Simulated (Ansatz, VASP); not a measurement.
# One calculation of AlN, two programs

```
CELL_PARAMETERS angstrom
3.25545 0.00000 0.00000
-1.62772 2.81930 0.00000
0.00000 0.00000 5.41942
ATOMIC_POSITIONS crystal
Al 0.33333 0.66667 0.00173
Al 0.66667 0.33333 0.50173
N 0.33333 0.66667 0.38327
N 0.66667 0.33333 0.88327
```

Change from the starting cell: strain +0.040 along x and y, +0.080 along z, atoms carried along.

Alike in both runs: task single point; functional PBE; k mesh 12 × 12 × 6; occupations gaussian, width 0.05 eV; no spin polarisation.

|  | VASP | Ansatz |
| --- | --- | --- |
| version | VASP 6.6.1 | Ansatz 0.2.0 |
| potentials or method | VASP PAW PBE potentials, release 64 (Al, N), cutoff 520 eV | scalar-relativistic, plane waves, PAW |
| valence electrons in the cell | 16 | 16 |

|  | VASP | Ansatz | Ansatz less VASP |
| --- | --- | --- | --- |
| gap on the k mesh at the Fermi level (eV) | 2.80 | 2.80 | -0.002 |
| least direct gap on the mesh (eV) | 2.80 | 2.80 | -0.002 |
| pressure (GPa) | -21.9 | -21.6 | +0.22 |
| traceless stress, the component that is largest in VASP (GPa) | -4.88 | -4.87 | +0.003 |
| rms of the force components (eV/Å) | 0.059 | 0.059 | +0.0001 |

Atom by atom the forces differ by 0.000 eV/Å (rms over components). With one functional, cell and mesh, what is left measures potentials, basis and numerics.
